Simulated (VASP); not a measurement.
Sn, 1 atom in the cell. The structure is orthorhombic, space group Immm (No. 71). Conventional cell: a = 3.383 Å, b = 3.479 Å, c = 4.581 Å, α = 90.00°, β = 90.00°, γ = 90.00°. Within 4.4 Å of Sn (site symmetry mmm) lie 12 Sn at 3.34 to 3.48 Å. 

| Property | Result |
| --- | --- |
| Program | VASP 6.6.1 |
| Task | single point |
| Functional | LDA |
| Potentials or basis | VASP PAW LDA potentials, release 64 (Sn_d) |
| Cutoff | 520 eV |
| k mesh | 11 × 11 × 11 |
| Occupations | fermi-dirac, width 0.05 eV |
| Spin | no spin polarisation |
| Dipole correction | no |
| Further INCAR settings | ALGO = Normal; EDIFF = 1e-06; NBANDS = 13 |

Potentials or basis: VASP PAW LDA potentials, release 64 (Sn_d).

The run is started by

```console
$ cat potpaw_LDA.64/Sn_d/POTCAR > POTCAR
$ mpirun -np 1 vasp_std > vasp.out
```

Hardware: 1 thread of Intel(R) Xeon(R) Platinum 8259CL CPU @ 2.50GHz (Skylake/Cascade Lake), with other jobs on the host.

Q: How long does it take, and how much memory?

A: Run time: 59 s on 1 thread of Intel(R) Xeon(R) Platinum 8259CL CPU @ 2.50GHz (Skylake/Cascade Lake), on a shared host, peak memory 0.19 GiB. Counts: scf iterations 10, k points 216.
